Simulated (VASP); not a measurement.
Input of a VASP 6.6.1 run:

Contents of INCAR:

```
SYSTEM = BP
PREC = Accurate
ENCUT = 520
EDIFF = 1E-7
ISMEAR = -1
SIGMA = 0.05
LREAL = .FALSE.
LASPH = .TRUE.
NELM = 100
ALGO = Normal
ISIF = 2
LWAVE = .FALSE.
LCHARG = .TRUE.
GGA = PE
LELF = .TRUE.
LVHAR = .TRUE.
NBANDS = 11
```

The input KPOINTS:

```
regular mesh
0
G
  15 15 15
  0 0 0
```

File POSCAR:

```
BP
1.0
    0.0000000000      2.2916900000      2.2690000000
    2.2916900000      0.0000000000      2.2690000000
    2.2916900000      2.2916900000      0.0000000000
B P
1 1
Direct
    0.0000000000      0.0000000000      0.0000000000
    0.7500000000      0.7500000000      0.7500000000
```

Potentials or basis: VASP PAW PBE potentials, release 64 (B, P).

The run is started by

```console
$ cat potpaw_PBE.64/B/POTCAR potpaw_PBE.64/P/POTCAR > POTCAR
$ mpirun -np 1 vasp_std > vasp.out
```

(1) Predict the pressure.

(2) Estimate the band gap on the k mesh.

Answers

(1) -2.3 GPa.

(2) 1.12 eV, indirect (least direct gap 3.27 eV).

Caveat: the cell differs from its parent crystal (equal xx and yy strain of +1 %).
